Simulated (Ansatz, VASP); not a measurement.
## TaBi in VASP and in Ansatz

Contents of INCAR:

```
  PREC = Accurate
  ENCUT = 600
  EDIFF = 1E-6
  ISMEAR = -1
  SIGMA = 0.15
  LREAL = F
  LASPH = T
  NELM = 80
  ALGO = Fast
  ISIF = 3
  LWAVE = F
  LCHARG = F
  GGA = PE
  IBRION = 2
  NSW = 80
  EDIFFG = -0.001
```

Contents of KPOINTS:

```
Automatic mesh
0
Gamma
  12 12 12
```

File POSCAR:

```
TaBi
1.0
    0.0000000000      2.9123415178      2.9123415178
    2.9123415178      0.0000000000      2.9123415178
    2.9123415178      2.9123415178      0.0000000000
Ta Bi
1 1
Direct
    0.5000000000      0.5000000000      0.5000000000
    0.0000000000      0.0000000000      0.0000000000
```

Input for Ansatz:

```yaml
crystal:
  lattice:
    - [0.0, 2.9123415178, 2.9123415178]
    - [2.9123415178, 0.0, 2.9123415178]
    - [2.9123415178, 2.9123415178, 0.0]
  atoms:
    - { symbol: Ta, position: [0.5, 0.5, 0.5] }
    - { symbol: Bi, position: [0.0, 0.0, 0.0] }
basis:
  ecutwfc: 420
kpoints:
  mp_grid: { grid: [12, 12, 12] }
hamiltonian:
  xc: pbe
scf:
  occupations: { method: fermi_dirac, width: 0.15 }
output:
  forces: true
  stress: true
  eigenvalues: true
relax:
  adjacent_minimum: "off"
  f_tol: 0.001
  max_steps: 60
  cell: { stress_tol: 0.01 }
```

Alike in both runs: task relaxation of cell and atoms; functional PBE; k mesh 12 × 12 × 12; occupations fermi-dirac, width 0.15 eV; no spin polarisation.

|  | VASP | Ansatz |
| --- | --- | --- |
| version | VASP 6.6.1 | Ansatz 0.2.0 |
| potentials or method | VASP PAW PBE potentials, release 64 (Ta_pv, Bi_d), cutoff 600 eV | scalar-relativistic, plane waves, PAW |
| valence electrons in the cell | 26 | 28 |

|  | VASP | Ansatz | Ansatz less VASP |
| --- | --- | --- | --- |
| gap on the k mesh at the Fermi level, each at its own relaxed structure (eV) | none | none | - |
| relaxed volume (Å³/atom) | 24.85 | 24.85 | -0.005 |
| relaxed length of the cell vector where the two differ most in proportion (Å) | 4.127 | 4.127 | -0.0003 |

A gap of «none» marks a metal or a gap that the smearing closes. VASP's potentials hold 26 valence electrons a cell and Ansatz's 28, so a difference there can come from the potentials and not from the codes.

Neither program's run includes spin-orbit coupling.
